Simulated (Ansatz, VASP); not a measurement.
**One calculation of Co, two programs**

The input INCAR:

```
PREC = Accurate
ENCUT = 600
EDIFF = 1E-6
ISMEAR = -1
SIGMA = 0.1
LREAL = False
LASPH = True
NELM = 80
ALGO = Normal
ISIF = 3
LWAVE = False
LCHARG = False
GGA = PE
IBRION = 2
NSW = 80
EDIFFG = -0.01
```

KPOINTS

```
regular mesh
0
Gamma
  6 6 6
```

The input POSCAR:

```
Co
1.0
    4.4578576470      0.0000000000      0.0000000000
    0.0000000000      4.4578576470      0.0000000000
    0.0000000000      0.0000000000      4.4578576470
Co
8
Direct
    0.0000000000      0.0000000000      0.0000000000
    0.5000000000      0.5000000000      0.5000000000
    0.2500000000      0.0000000000      0.5000000000
    0.7500000000      0.0000000000      0.5000000000
    0.5000000000      0.2500000000      0.0000000000
    0.5000000000      0.7500000000      0.0000000000
    0.0000000000      0.5000000000      0.2500000000
    0.0000000000      0.5000000000      0.7500000000
```

Input for Ansatz:

```yaml
crystal:
  lattice:
    - [4.457857647, 0.0, 0.0]
    - [0.0, 4.457857647, 0.0]
    - [0.0, 0.0, 4.457857647]
  atoms:
    - { symbol: Co, position: [0.0, 0.0, 0.0] }
    - { symbol: Co, position: [0.5, 0.5, 0.5] }
    - { symbol: Co, position: [0.25, 0.0, 0.5] }
    - { symbol: Co, position: [0.75, 0.0, 0.5] }
    - { symbol: Co, position: [0.5, 0.25, 0.0] }
    - { symbol: Co, position: [0.5, 0.75, 0.0] }
    - { symbol: Co, position: [0.0, 0.5, 0.25] }
    - { symbol: Co, position: [0.0, 0.5, 0.75] }
hamiltonian:
  xc: pbe
  pseudopotentials:
    kind: paw
    azcp:
      Co: "pseudopotentials/Co.paw.azcp"
basis:
  ecutwfc: 420
  fft_grid_basis: typed
kpoints:
  mp_grid: { grid: [6, 6, 6], shift: [0, 0, 0] }
magnetization:
  spin_polarized: false
scf:
  occupations: { method: fermi_dirac, width: 0.1 }
relax:
  max_steps: 60
  f_tol: 0.01
  cell: {}
```

Alike in both runs: task relaxation of cell and atoms; functional PBE; k mesh 6 × 6 × 6; occupations fermi-dirac, width 0.1 eV; no spin polarisation.

|  | VASP | Ansatz |
| --- | --- | --- |
| version | VASP 6.6.1 | Ansatz 0.2.0 |
| potentials or method | VASP PAW PBE potentials, release 64 (Co), cutoff 600 eV | plane waves (420 eV) with PAW, scalar-relativistic |
| valence electrons in the cell | 72 | 136 |

Ansatz gave:

```
relaxed volume (Å³/atom)                                     : 10.63
relaxed cell length with the largest relative difference (Å) : 4.397
```

**Question.** What did VASP give for the same quantities?

**Answer.** Relaxed volume (Å³/atom): 10.59; relaxed cell length with the largest relative difference (Å): 4.392.

VASP's potentials hold 72 valence electrons a cell and Ansatz's 136, so a difference there can come from the potentials and not from the codes.
